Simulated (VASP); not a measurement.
# C (I4_122) in VASP: relaxation of cell and atoms with PBE

Aim: the relaxation of cell and atoms of C with PBE.

Program: VASP 6.6.1. These are calculated values, not measurements. Logs are shortened: lines on timing, memory, paths and dates and some standing lists are left out, and cuts for length are marked.

### 1 The cell of the first run

It takes space group I4_122 (No. 98, tetragonal). Conventional cell: a = 2.915 Å, b = 2.915 Å, c = 5.927 Å, α = 90.00°, β = 90.00°, γ = 90.00°. C (site symmetry 2) has 4 C at 1.57 to 1.63 Å within 2.1 Å.

### 2 Relaxation of cell and atoms, PBE

Input file INCAR:

```
SYSTEM = C
ALGO     = Normal         ! electronic algorithm
EDIFF    = 1E-6           ! SCF threshold, eV
EDIFFG   = -0.01          ! ionic threshold
ENCUT    = 600            ! plane-wave cutoff, eV
GGA      = PE             ! functional
IBRION   = 2              ! ionic algorithm
ISIF     = 3              ! what is computed and relaxed
ISMEAR   = 0              ! smearing method
LASPH    = .TRUE.         ! aspherical terms in the spheres
LCHARG   = .FALSE.        ! write CHGCAR
LREAL    = .FALSE.        ! projectors in reciprocal space
LWAVE    = .FALSE.        ! write WAVECAR
NELM     = 100            ! most SCF steps
NSW      = 100            ! ionic steps
PREC     = Accurate       ! precision mode
SIGMA    = 0.1            ! smearing width, eV
```

Input file KPOINTS:

```
k-points
0
G
  22 22 22
  0 0 0
```

Input file POSCAR:

```
C
1.0
   -1.4573983733      1.4573983733      2.9632540511
    1.4573983733     -1.4573983733      2.9632540511
    1.4573983733      1.4573983733     -2.9632540511
C
4
Direct
    0.3750000000      0.0010115832      0.1260115832
    0.7510115832      0.1250000000      0.1260115832
    0.9989884168      0.6250000000      0.8739884168
    0.8750000000      0.2489884168      0.8739884168
```

Potentials or basis: VASP PAW PBE potentials, release 64 (C).

Launch:

```sh
$ cat potpaw_PBE.64/C/POTCAR > POTCAR
$ mpirun -np 1 vasp_std > vasp.out
```

OUTCAR:

```text
SYSTEM = C
   EDIFF = 1E-6
   EDIFFG = -0.01
   ENCUT = 600
   GGA = PE
   IBRION = 2
   ISIF = 3
   ISMEAR = 0
   LASPH = .TRUE.
   LREAL = .FALSE.
   NELM = 100
   NSW = 100
   PREC = Accurate

 ion  position               nearest neighbor table
   1  0.375  0.001  0.126-   3 1.57   2 1.57   4 1.63   4 1.63
   2  0.751  0.125  0.126-   1 1.57   4 1.57   3 1.63   3 1.63
   3  0.999  0.625  0.874-   1 1.57   4 1.57   2 1.63   2 1.63
   4  0.875  0.249  0.874-   2 1.57   3 1.57   1 1.63   1 1.63

  LATTYP: Found a body centered tetragonal cell.
 ALAT       =     2.9147967466
 C/A-ratio  =     2.0332491825

  Lattice vectors:

 A1 = (  -1.4573983733,   1.4573983733,   2.9632540511)
 A2 = (   1.4573983733,  -1.4573983733,   2.9632540511)
 A3 = (   1.4573983733,   1.4573983733,  -2.9632540511)

Analysis of symmetry for initial positions (statically):
=====================================================================
 Subroutine PRICEL returns:
 Original cell was already a primitive cell.

 Routine SETGRP: Setting up the symmetry group for a
 body centered tetragonal supercell.

 Subroutine GETGRP returns: Found  8 space group operations
 (whereof  4 operations were pure point group operations)
 out of a pool of 16 trial point group operations.

The static configuration has the point symmetry D_2 .
 The point group associated with its full space group is D_4 .

Analysis of symmetry for dynamics (positions and initial velocities):
=====================================================================
 Subroutine PRICEL returns:
 Original cell was already a primitive cell.

 Routine SETGRP: Setting up the symmetry group for a
 body centered tetragonal supercell.

 Subroutine GETGRP returns: Found  8 space group operations
 (whereof  4 operations were pure point group operations)
 out of a pool of 16 trial point group operations.

The dynamic configuration has the point symmetry D_2 .
 The point group associated with its full space group is D_4 .

 Subroutine INISYM returns: Found  8 space group operations
 (whereof  4 operations are pure point group operations),
 and found     1 'primitive' translations

----------------------------------------------------------------------------------------

                                     Primitive cell

  volume of cell :      25.1759

  direct lattice vectors                    reciprocal lattice vectors
    -1.457398373  1.457398373  2.963254051     0.000000000  0.343077095  0.168733423
     1.457398373 -1.457398373  2.963254051     0.343077095  0.000000000  0.168733423
     1.457398373  1.457398373 -2.963254051     0.343077095  0.343077095  0.000000000

  length of vectors
     3.609556013  3.609556013  3.609556013     0.382325596  0.382325596  0.485184281

  position of ions in fractional coordinates (direct lattice)
     0.375000000  0.001011583  0.126011583
     0.751011583  0.125000000  0.126011583
     0.998988417  0.625000000  0.873988417
     0.875000000  0.248988417  0.873988417

  ion indices of the primitive-cell ions
   primitive index   ion index
                 1           1
                 2           2
                 3           3
                 4           4

----------------------------------------------------------------------------------------

 KPOINTS: k-points

Automatic generation of k-mesh.
 Grid dimensions read from file:
 generate k-points for:   22   22   22

 Generating k-lattice:

  Cartesian coordinates                     Fractional coordinates (reciprocal lattice)
     0.000000000  0.015594413  0.007669701     0.045454545  0.000000000 -0.000000000
     0.015594413  0.000000000  0.007669701     0.000000000  0.045454545 -0.000000000
     0.015594413  0.015594413  0.000000000     0.000000000  0.000000000  0.045454545

  Length of vectors
     0.017378436  0.017378436  0.022053831

  Shift w.r.t. Gamma in fractional coordinates (k-lattice)
     0.000000000  0.000000000  0.000000000

 Subroutine IBZKPT returns following result:
 ===========================================

 Found    834 irreducible k-points:

 Following reciprocal coordinates:
            Coordinates               Weight
  0.000000  0.000000  0.000000      1.000000
  0.045455  0.000000  0.000000      8.000000
  0.090909  0.000000  0.000000      8.000000
  0.136364  0.000000  0.000000      8.000000
  0.181818  0.000000  0.000000      8.000000
  0.227273 -0.000000  0.000000      8.000000
[... 16 lines left out ...]
  0.500000  0.045455  0.000000     16.000000
 -0.454545  0.045455 -0.000000     16.000000
 [... further k-points ...]
   k-points           NKPTS =    834   k-points in BZ     NKDIM =    834   number of bands    NBANDS=     12
   number of dos      NEDOS =    301   number of ions     NIONS =      4
   total plane-waves  NPLWV =  27000
   dimension x,y,z NGX =    30 NGY =   30 NGZ =   30
   dimension x,y,z NGXF=    60 NGYF=   60 NGZF=   60
   ions per type =               4
   NGX,Y,Z   is equivalent  to a cutoff of  13.82, 13.82, 13.82 a.u.
   NGXF,Y,Z  is equivalent  to a cutoff of  27.63, 27.63, 27.63 a.u.
 SYSTEM =  C
   PREC   = accura    normal or accurate (medium, high low for compatibility)
   ISTART =      0    job   : 0-new  1-cont  2-samecut
   ICHARG =      2    charge: 1-file 2-atom 10-const
   ISPIN  =      1    spin polarized calculation?
   LNONCOLLINEAR =      F non collinear calculations
   LSORBIT =      F    spin-orbit coupling
   LASPH  =      T    aspherical Exc in radial PAW
   ENCUT  =  600.0 eV  44.10 Ry    6.64 a.u.   7.21  7.21  7.21*2*pi/ulx,y,z
   NELM   =    100;   NELMIN=  2; NELMDL= -5     # of ELM steps
   EDIFF  = 0.1E-05   stopping-criterion for ELM
   LREAL  =      F    real-space projection
   EDIFFG = -.1E-01   stopping-criterion for IOM
   NSW    =    100    number of steps for IOM
   IBRION =      2    ionic relax: 0-MD 1-quasi-New 2-CG
   NFREE  =      1    steps in history (QN), initial steepest desc. (CG)
   ISIF   =      3    stress and relaxation
   ISYM   =      2    0-nonsym 1-usesym 2-fastsym
   POTIM  = 0.5000    time-step for ionic-motion
   TEBEG  =    0.0;   TEEND  =   0.0 temperature during run
   PSTRESS=    0.0 pullay stress
   NELECT =      16.0000    total number of electrons
   NUPDOWN=      -1.0000    fix difference up-down
   EMIN   =  10.00;   EMAX   =-10.00  energy-range for DOS
   EFERMI =   0.00;   METHOD = LEGACY
   ISMEAR =     0;   SIGMA  =   0.10  broadening in eV -4-tet -1-fermi 0-gaus
   EFERMI_NEDOS =   21; number of points for ismear=-14 and -15
   IALGO  =     38    algorithm
   IMIX   =      4    mixing-type and parameters
     AMIX     =   0.40;   BMIX     =  1.00
     AMIX_MAG =   1.60;   BMIX_MAG =  1.00
  volume/ion in A,a.u.               =       6.29        42.47
  Fermi-wavevector in a.u.,A,eV,Ry     =   1.407515  2.659818 26.954479  1.981098
  Thomas-Fermi vector in A             =   2.529766
   LORBIT       =      0    0 simple, 1 ext, 2 COOP (PROOUT), +10 PAW based schemes
   GGA     = PE    functional components
   LHFCALC =     F    Hartree Fock is set to
   AEXX    =    0.0000 exact exchange contribution
   IVDW    =     0    specifies the selected vdW correction
   LEPSILON=     F    determine dielectric tensor
   LRPA    =     F    only Hartree local field effects (RPA)
 conjugate gradient relaxation of ions
 non-spin polarized calculation
 Gauss-broadening in eV      SIGMA  =   0.10
  energy-cutoff  :      600.00
  volume of cell :       25.18
 maximum number of plane-waves:       858
 NGX is ok and might be reduce to    30
   NGX = 15   NGY = 15   NGZ = 15

--------------------------------------- Ionic step        1  -------------------------------------------

 number of electron      16.0000000 magnetization

 Free energy of the ion-electron system (eV)
  ---------------------------------------------------
  ext. energy  EPLUGINS =         0.00000000
  ---------------------------------------------------
  free energy    TOTEN  =       -29.70637613 eV

  energy without entropy =      -29.70448475  energy(sigma->0) =      -29.70543044

------------------------ aborting loop because EDIFF is reached ----------------------------------------

  FORCE on cell =-STRESS in cart. coord.  units (eV):
  Direction    XX          YY          ZZ          XY          YZ          ZX
  --------------------------------------------------------------------------------------
  -------------------------------------------------------------------------------------
  Total       -0.0085514     -0.0085514      0.0855473      0.0000000      0.0000000      0.0000000
  in kB       -0.5442037     -0.5442037      5.4441700      0.0000000      0.0000000      0.0000000
  external PRESSURE =       1.4519209 kB  Pullay stress =       0.0000000 kB
[... 61 lines left out ...]
  energy  without entropy=      -29.7045407980  energy(sigma->0) =      -29.70547406

--------------------------------------- Ionic step        3  -------------------------------------------

 number of electron      16.0000000 magnetization

 Free energy of the ion-electron system (eV)
  ---------------------------------------------------
  ext. energy  EPLUGINS =         0.00000000
  ---------------------------------------------------
  free energy    TOTEN  =       -29.70641074 eV

  energy without entropy =      -29.70453816  energy(sigma->0) =      -29.70547445

 E-fermi :   9.0993     XC(G=0): -12.7831

 val. band max:        9.0894684315   @ k =  -0.0909   0.2273   0.0909
 cond. band min:       9.1074267185   @ k =  -0.2273  -0.3636   0.1818
 fundamental gap:      0.0179582870
 Fermi energy:         9.0992582281

 k-point     1 :       0.0000    0.0000    0.0000
  band No.  band energies     occupation
      1     -12.4576      2.00000
      2      -2.7374      2.00000
      3       1.2567      2.00000
      4       1.9366      2.00000
      5       1.9366      2.00000
      6       2.9275      2.00000
      7       3.4498      2.00000
      8       7.0855      2.00000
      9      10.4532      0.00000
     10      10.4767      0.00000
     11      10.4767      0.00000
     12      19.0503      0.00000
[... 331 lines left out ...]
 k-point    24 :      -0.4545    0.0455   -0.0000
  band No.  band energies     occupation
      1      -9.7442      2.00000
      2      -6.7243      2.00000
      3      -1.9520      2.00000
      4      -1.1406      2.00000
      5       2.7575      2.00000
      6       4.6745      2.00000
      7       5.8205      2.00000
      8       7.8630      2.00000
      9       9.7590      0.00000
     10      12.9790      0.00000
     11      15.2880      0.00000
     12      17.4469      0.00000

 [... further k-points ...]
[... 5 lines left out ...]
  --------------------------------------------------------------------------------------
  -------------------------------------------------------------------------------------
  Total       -0.0344729     -0.0344729     -0.0128901      0.0000000      0.0000000      0.0000000
  in kB       -2.1924287     -2.1924287     -0.8197933      0.0000000      0.0000000      0.0000000
  external PRESSURE =      -1.7348836 kB  Pullay stress =       0.0000000 kB
[... 19 lines left out ...]
  FREE ENERGIE OF THE ION-ELECTRON SYSTEM (eV)
  ---------------------------------------------------
  free  energy   TOTEN  =       -29.7064107433 eV

  energy  without entropy=      -29.7045381616  energy(sigma->0) =      -29.70547445

 reached required accuracy - stopping structural energy minimisation
```

Run time: 6.9 min. Hardware: 1 thread of Intel Xeon Platinum 8488C (Sapphire Rapids), shared host; peak memory 0.36 GiB.

Results:

```
Free energy                            : -29.7064 eV
Relaxed volume                         : 6.30 Å³/atom
Relaxed cell                           : a = 3.611 Å, b = 3.611 Å, c = 3.611 Å, α = 132.40°, β = 132.40°, γ = 69.59°
Space group after relaxing (to 0.05 Å) : I4_122 (No. 98)
Energy gained by relaxing              : 0.0 meV/atom
Ionic steps                            : 3
Pressure after relaxing                : -0.2 GPa
Largest force after relaxing           : 0.005 eV/Å
Band gap on the k mesh                 : zero (band 8 reaches 9.45 eV, above the bottom of band 9 at 8.78 eV)
```

Forces in eV/Å, atoms in the order of the input:
```
C   -0.005  0.000  0.000
C    0.000 -0.005  0.000
C    0.000  0.005  0.000
C    0.005  0.000  0.000
```

Final structure:
```xyz
4
Lattice="-1.4573 1.4573 2.9656 1.4573 -1.4573 2.9656 1.4573 1.4573 -2.9656" Properties=species:S:1:pos:R:3 pbc="T T T"
C    -0.3614    0.7286    0.7414
C    -0.7286    1.0959    2.2242
C     0.7286    1.8186    2.2242
C     0.3614    2.1859    0.7414
```

Levels at points of the mesh, in eV from the Fermi level:
```csv
k point,band 5,band 6,band 7,band 8,band 9,band 10,band 11,band 12
"(0.00, 0.00, 0.00)",-7.16,-6.17,-5.65,-2.01,1.35,1.38,1.38,9.95
"(0.50, 0.00, 0.00)",-6.18,-4.29,-3.27,-0.99,0.58,3.72,6.33,8.19
"(0.50, 0.50, 0.00)",-9.01,-9.00,-4.47,-1.80,2.05,5.30,8.40,10.94
"(0.50, 0.50, 0.50)",-7.73,-3.45,-1.90,0.35,0.35,6.14,6.63,6.63
```
